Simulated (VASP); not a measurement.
# WS2 (P6_3/mmc) in VASP: settings compared, part 2 of 2

VASP 6.6.1.

## Step 5: Single point, r2SCAN

Contents of POSCAR:

```
WS2
1.0
    3.1800000000      0.0000000000      0.0000000000
   -1.5900000000      2.7539607840      0.0000000000
    0.0000000000      0.0000000000     12.5000000000
W S
2 4
Direct
    0.6666666667      0.3333333333      0.7500000000
    0.3333333333      0.6666666667      0.2500000000
    0.6666666667      0.3333333333      0.3750000000
    0.3333333333      0.6666666667      0.8750000000
    0.6666666667      0.3333333333      0.1250000000
    0.3333333333      0.6666666667      0.6250000000
```

Contents of INCAR.step1:

```
SYSTEM = WS2
  PREC = Accurate
  ENCUT = 520
  ISMEAR = -1
  SIGMA = 0.05
  LREAL = .FALSE.
  LASPH = .TRUE.
  NELM = 100
  NBANDS = 35
  GGA = PE
  ALGO = Normal
  EDIFF = 1E-4
  LWAVE = .TRUE.
  LCHARG = .FALSE.
```

Contents of INCAR.step2:

```
SYSTEM = WS2
  PREC = Accurate
  ENCUT = 520
  EDIFF = 1E-6
  ISMEAR = -1
  SIGMA = 0.05
  LREAL = .FALSE.
  LASPH = .TRUE.
  NELM = 100
  ALGO = Normal
  ISIF = 2
  LWAVE = .FALSE.
  LCHARG = .FALSE.
  METAGGA = R2SCAN
  LMIXTAU = .TRUE.
  NBANDS = 35
  ISTART = 1
```

Contents of KPOINTS:

```
Automatic mesh
0
G
  10 10 3
  0 0 0
```

Potentials or basis: VASP PAW PBE potentials, release 64 (W_sv, S).

Started as:

```sh
$ cat potpaw_PBE.64/W_sv/POTCAR potpaw_PBE.64/S/POTCAR > POTCAR
$ cp INCAR.step1 INCAR
$ mpirun -np 1 vasp_std > vasp.out
$ cp INCAR.step2 INCAR
$ mpirun -np 1 vasp_std > vasp.out
```

OUTCAR:

```text
SYSTEM = WS2
   PREC = Accurate
   ENCUT = 520
   EDIFF = 1E-6
   ISMEAR = -1
   LREAL = .FALSE.
   LASPH = .TRUE.
   NELM = 100
   ISIF = 2
   METAGGA = R2SCAN
   ISTART = 1

 ion  position               nearest neighbor table
   1  0.667  0.333  0.750-   4 2.41   6 2.41   4 2.41   6 2.41   4 2.41   6 2.41
   2  0.333  0.667  0.250-   3 2.41   5 2.41   3 2.41   5 2.41   3 2.41   5 2.41
   3  0.667  0.333  0.375-   2 2.41   2 2.41   2 2.41
   4  0.333  0.667  0.875-   1 2.41   1 2.41   1 2.41
   5  0.667  0.333  0.125-   2 2.41   2 2.41   2 2.41
   6  0.333  0.667  0.625-   1 2.41   1 2.41   1 2.41

  LATTYP: Found a hexagonal cell.
 ALAT       =     3.1800000000
 C/A-ratio  =     3.9308176101

  Lattice vectors:

 A1 = (   3.1800000000,   0.0000000000,   0.0000000000)
 A2 = (  -1.5900000000,   2.7539607840,   0.0000000000)
 A3 = (   0.0000000000,   0.0000000000,  12.5000000000)

Analysis of symmetry for initial positions (statically):
=====================================================================
 Subroutine PRICEL returns:
 Original cell was already a primitive cell.

 Routine SETGRP: Setting up the symmetry group for a
 hexagonal supercell.

 Subroutine GETGRP returns: Found 24 space group operations
 (whereof 12 operations were pure point group operations)
 out of a pool of 24 trial point group operations.

The static configuration has the point symmetry D_3d.
 The point group associated with its full space group is D_6h.

Analysis of symmetry for dynamics (positions and initial velocities):
=====================================================================
 Subroutine PRICEL returns:
 Original cell was already a primitive cell.

 Routine SETGRP: Setting up the symmetry group for a
 hexagonal supercell.

[... 131 lines left out ...]
   IMIX   =      4    mixing-type and parameters
     AMIX     =   0.40;   BMIX     =  1.00
     AMIX_MAG =   1.60;   BMIX_MAG =  1.00
  volume/ion in A,a.u.               =      18.24       123.12
  Fermi-wavevector in a.u.,A,eV,Ry     =   1.277353  2.413847 22.199688  1.631631
  Thomas-Fermi vector in A             =   2.409958
   LORBIT       =      0    0 simple, 1 ext, 2 COOP (PROOUT), +10 PAW based schemes
   METAGGA = R2SCAN    functional components
   LHFCALC =     F    Hartree Fock is set to
   AEXX    =    0.0000 exact exchange contribution
   IVDW    =     0    specifies the selected vdW correction
   LEPSILON=     F    determine dielectric tensor
   LRPA    =     F    only Hartree local field effects (RPA)
 non-spin polarized calculation
  energy-cutoff  :      520.00
  volume of cell :      109.47
 maximum number of plane-waves:      2976
 NGX is ok and might be reduce to    24
   NGX = 11   NGY = 11   NGZ = 47

 number of electron      52.0000006 magnetization

 Free energy of the ion-electron system (eV)
  ---------------------------------------------------
  ext. energy  EPLUGINS =         0.00000000
  ---------------------------------------------------
  free energy    TOTEN  =      -140.14614912 eV

  energy without entropy =     -140.14614898  energy(sigma->0) =     -140.14614905

 E-fermi :   7.5556     XC(G=0): -11.4814

 val. band max:        6.9940841371   @ k =   0.0000   0.0000   0.0000
 cond. band min:       8.2338640166   @ k =   0.2000   0.2000   0.0000
 fundamental gap:      1.2397798795
 Fermi energy:         7.5555965984

 k-point     1 :       0.0000    0.0000    0.0000
  band No.  band energies     occupation
      1     -69.6293      2.00000
      2     -69.6292      2.00000
      3     -33.2174      2.00000
      4     -33.2174      2.00000
      5     -33.0613      2.00000
      6     -33.0613      2.00000
[... 901 lines left out ...]
     34      11.3136      0.00000
     35      12.2936      0.00000

 [... further k-points ...]

------------------------ aborting loop because EDIFF is reached ----------------------------------------

  FORCE on cell =-STRESS in cart. coord.  units (eV):
  Direction    XX          YY          ZZ          XY          YZ          ZX
  --------------------------------------------------------------------------------------
  -------------------------------------------------------------------------------------
  Total        0.2236092      0.2236092      0.4061169     -0.0000000     -0.0000000      0.0000000
  in kB        3.2726944      3.2726944      5.9438356     -0.0000000     -0.0000000      0.0000000
  external PRESSURE =       4.1630748 kB  Pullay stress =       0.0000000 kB

 VOLUME and BASIS-vectors are now :
 -----------------------------------------------------------------------------
  energy-cutoff  :      520.00
  volume of cell :      109.47
      direct lattice vectors                 reciprocal lattice vectors
     3.180000000  0.000000000  0.000000000     0.314465409  0.181556688  0.000000000
    -1.590000000  2.753960784  0.000000000     0.000000000  0.363113377  0.000000000
     0.000000000  0.000000000 12.500000000     0.000000000  0.000000000  0.080000000

 POSITION                                       TOTAL-FORCE (eV/Angst)
 -----------------------------------------------------------------------------------
      1.59000      0.91799      9.37500        -0.000000     -0.000000     -0.000000
     -0.00000      1.83597      3.12500         0.000000      0.000000     -0.000000
      1.59000      0.91799      4.68750         0.000000      0.000000     -0.094052
     -0.00000      1.83597     10.93750        -0.000000      0.000000     -0.094052
      1.59000      0.91799      1.56250        -0.000000     -0.000000      0.094052
     -0.00000      1.83597      7.81250        -0.000000     -0.000000      0.094052
 -----------------------------------------------------------------------------------
    total drift:                               -0.000000      0.000000     -0.000000

  FREE ENERGIE OF THE ION-ELECTRON SYSTEM (eV)
  ---------------------------------------------------
  free  energy   TOTEN  =      -140.1461491232 eV

  energy  without entropy=     -140.1461489833  energy(sigma->0) =     -140.14614905
```

OUTCAR.step1:

```text
SYSTEM = WS2
   PREC = Accurate
   ENCUT = 520
   ISMEAR = -1
   LREAL = .FALSE.
   LASPH = .TRUE.
   NELM = 100
[... 1150 lines left out ...]
     -0.00000      1.83597     10.93750         0.000000      0.000000      0.126175
      1.59000      0.91799      1.56250         0.000000     -0.000000     -0.126175
     -0.00000      1.83597      7.81250        -0.000000     -0.000000     -0.126175
 -----------------------------------------------------------------------------------
    total drift:                               -0.000000      0.000000     -0.000000

  FREE ENERGIE OF THE ION-ELECTRON SYSTEM (eV)
  ---------------------------------------------------
  free  energy   TOTEN  =       -47.2811818805 eV

  energy  without entropy=      -47.2811815013  energy(sigma->0) =      -47.28118169
```

Run time: 2.5 min. Hardware: 1 thread of Intel Xeon 6975P-C (Granite Rapids), shared host; peak memory 0.28 GiB.

What came out:

* Free energy: -140.1461 eV
* Pressure: 0.4 GPa
* Largest force: 0.094 eV/Å
* Band gap on the k mesh: 1.24 eV (least direct gap 2.21 eV)

Forces in eV/Å, atoms in the order of the input:
```
W    0.000  0.000  0.000
W    0.000  0.000  0.000
S    0.000  0.000 -0.094
S    0.000  0.000 -0.094
S    0.000  0.000  0.094
S    0.000  0.000  0.094
```

Stress tensor (GPa, compression positive):
```
0.33 0.00 0.00
0.00 0.33 0.00
0.00 0.00 0.59
```

Caveat: the PAW data sets were made with another functional, which shifts forces and pressure a little; spin-orbit coupling is left out, which moves the levels of the heavy elements; an odd mesh through Γ misses points on the zone boundary, where band edges can lie.

## Step 6: Single point, BLYP

This run uses another cell than the first one.

Contents of INCAR:

```
SYSTEM = WS2
  PREC = Accurate
  ENCUT = 520
  EDIFF = 1E-6
  ISMEAR = -1
  SIGMA = 0.05
  LREAL = .False.
  LASPH = .True.
  NELM = 80
  ALGO = Normal
  ISIF = 2
  LWAVE = .False.
  LCHARG = .False.
  GGA = B5
  ALDAX = 1.0
  AGGAX = 1.0
  AGGAC = 1.0
  ALDAC = 0.0
  NBANDS = 35
```

Contents of KPOINTS:

```
Automatic mesh
0
Gamma
  10 10 3
  0 0 0
```

Contents of POSCAR:

```
WS2
1.0
    3.2599091501      0.0000000000      0.0000000000
   -1.6299545750      2.8231641380      0.0000000000
    0.0000000000      0.0000000000     19.8076633975
W S
2 4
Direct
    0.6666666667      0.3333333333      0.7500000000
    0.3333333333      0.6666666667      0.2500000000
    0.6666666667      0.3333333333      0.3293618669
    0.3333333333      0.6666666667      0.8293618669
    0.6666666667      0.3333333333      0.1706381331
    0.3333333333      0.6666666667      0.6706381331
```

Potentials or basis: VASP PAW PBE potentials, release 64 (W_sv, S).

Started as:

```sh
$ cat potpaw_PBE.64/W_sv/POTCAR potpaw_PBE.64/S/POTCAR > POTCAR
$ mpirun -np 1 vasp_std > vasp.out
```

Wall time 2.1 min (1 thread of Intel Xeon 6975P-C (Granite Rapids), shared host); peak memory 0.36 GiB.

It converged, with:

```yaml
Free_energy: -42.0313 eV
Pressure: 0.2 GPa
Largest_force: 0.037 eV/Å
Band_gap_on_the_k_mesh: 1.63 eV (least direct gap 1.92 eV)
```

Forces on the atoms (eV/Å):
```
W    0.000  0.000  0.000
W    0.000  0.000  0.000
S    0.000  0.000  0.037
S    0.000  0.000  0.037
S    0.000  0.000 -0.037
S    0.000  0.000 -0.037
```

Levels at points of the mesh, in eV from the valence-band top:
```tsv
k point	band 23	band 24	band 25	band 26	band 27	band 28	band 29	band 30
(0.00, 0.00, 0.00)	-1.82	-1.82	-0.03	0.00	2.58	2.58	2.58	2.58
(0.50, 0.00, 0.00)	-1.48	-1.48	-0.88	-0.88	2.37	2.37	2.82	2.82
```

Caveat: the PAW data sets were made with another functional, which shifts forces and pressure a little; spin-orbit coupling is left out, which moves the levels of the heavy elements; an odd mesh through Γ misses points on the zone boundary, where band edges can lie.

## Step 7: Overview

| level | cell | smearing | gap on the mesh (eV) | pressure (GPa) | largest force (eV/Å) |
| --- | --- | --- | --- | --- | --- |
| PBE | a = 3.180, b = 3.180, c = 12.500 Å, angles 90.0, 90.0, 120.0°, 6 atoms, atomic positions A | gaussian 0.012 eV | 1.14 | 2.2 | 0.13 |
| PBE | a = 3.180, b = 3.180, c = 12.500 Å, angles 90.0, 90.0, 120.0°, 6 atoms, atomic positions A | gaussian 0.013 eV | 1.14 | 2.2 | 0.13 |
| PBE | a = 3.180, b = 3.180, c = 12.500 Å, angles 90.0, 90.0, 120.0°, 6 atoms, atomic positions A | gaussian 0.014 eV | 1.14 | 2.2 | 0.13 |
| r2SCAN | a = 3.180, b = 3.180, c = 12.500 Å, angles 90.0, 90.0, 120.0°, 6 atoms, atomic positions A | fermi-dirac 0.05 eV | 1.24 | 0.4 | 0.09 |
| BLYP | a = 3.260, b = 3.260, c = 19.808 Å, angles 90.0, 90.0, 120.0°, 6 atoms, atomic positions B | fermi-dirac 0.05 eV | 1.63 | 0.2 | 0.04 |

Alike in all rows: task single point; potentials or basis VASP PAW PBE potentials, release 64 (W_sv, S); no spin polarisation; k mesh 10 × 10 × 3; cutoff (eV) 520.

On the cell as given the gap runs from 1.14 eV (PBE) to 1.24 eV (r2SCAN). The pressure there spans 0.4 GPa (r2SCAN) to 2.2 GPa (PBE); a positive pressure means that this level wants a larger cell, a negative one a smaller.

Caveats: spin-orbit coupling is left out, which moves the levels of the heavy elements; an odd mesh through Γ misses points on the zone boundary, where band edges can lie; this functional lacks dispersion, which binds the layers, so the pressure and a relaxed spacing across them are unreliable (at least some runs); the PAW data sets were made with another functional, which shifts forces and pressure a little (at least some runs).

Absolute energies hang on the potentials; compare differences alone.
